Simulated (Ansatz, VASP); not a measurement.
**Be: VASP beside Ansatz**

Contents of INCAR:

```
ALGO = Normal
EDIFF = 1E-7
ENCUT = 520
GGA = PS
ISIF = 2
ISMEAR = -1
LASPH = True
LCHARG = False
LREAL = False
LWAVE = False
NBANDS = 7
NELM = 100
PREC = Accurate
SIGMA = 0.05
```

Contents of KPOINTS:

```
k-points
0
Gamma
  23 23 23
```

The input POSCAR:

```
Be
1.0
    0.0000000000      1.3630829265      1.3630829265
    1.3630829265      0.0000000000      1.3630829265
    1.3630829265      1.3630829265      0.0000000000
Be
1
Direct
    0.0000000000      0.0000000000      0.0000000000
```

Input for Ansatz:

```yaml
crystal:
  lattice:
    - [0.0, 1.3630829265, 1.3630829265]
    - [1.3630829265, 0.0, 1.3630829265]
    - [1.3630829265, 1.3630829265, 0.0]
  atoms:
    - { symbol: Be, position: [0.0, 0.0, 0.0] }
kpoints:
  mp_grid: { grid: [23, 23, 23] }
scf:
  occupations: { method: fermi_dirac, width: 0.05 }
hamiltonian:
  xc: pbesol
  pseudopotentials: { kind: all_electron, lapw: { basis_error: 0.001 } }
output:
  forces: true
  stress: true
  eigenvalues: true
  populations: true
```

Change from the starting cell: volume scaled by 0.65, LAPW.

Alike in both runs: task single point; functional PBEsol; k mesh 23 × 23 × 23; occupations fermi-dirac, width 0.05 eV; no spin polarisation.

|  | VASP | Ansatz |
| --- | --- | --- |
| version | VASP 6.6.1 | Ansatz 0.2.0 |
| potentials or method | VASP PAW PBE potentials, release 64 (Be), cutoff 520 eV | all-electron LAPW, scalar-relativistic |

```csv
,VASP,Ansatz,Ansatz less VASP
pressure (GPa),109.9,108.2,-1.70
```

VASP's potentials were made for PBE, not for PBEsol. Both programs put the cell under a high pressure, so it lies far from rest at this level. Ansatz ran all-electron here, and VASP with PAW potentials.

Noted on VASP's run: the cell as given lies far from equilibrium.
